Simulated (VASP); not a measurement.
**Sr3Tc: single point with PBE**

The system is Sr3Tc.

```
CELL_PARAMETERS angstrom
5.11295 0.00000 0.00000
0.00000 5.11295 0.00000
0.00000 0.00000 5.11295
ATOMIC_POSITIONS crystal
Tc 0.00000 0.00000 0.00000
Sr 0.00000 0.50000 0.50000
Sr 0.50000 0.00000 0.50000
Sr 0.50000 0.50000 0.00000
```

* Program: VASP 6.6.1
* Task: single point
* Functional: PBE
* Potentials or basis: VASP PAW PBE potentials, release 64 (Tc_pv, Sr_sv)
* Cutoff: 500 eV
* k mesh: 5 × 5 × 5
* Occupations: fermi-dirac, width 0.05 eV
* Spin: no spin polarisation

The pressure is 0.1 GPa and the band gap on the k mesh is zero (an odd number of electrons rules out a gap without spin polarisation).

Levels at points of the mesh, in eV from the Fermi level:
| k point | band 20 | band 21 | band 22 | band 23 | band 24 | band 25 |
| --- | --- | --- | --- | --- | --- | --- |
| (0.00, 0.00, 0.00) | -0.66 | -0.66 | -0.66 | 1.91 | 1.91 | 1.91 |

Wall time 44 s on 1 thread of Intel Xeon 8259CL, with other jobs on the host, peak memory 0.25 GiB.
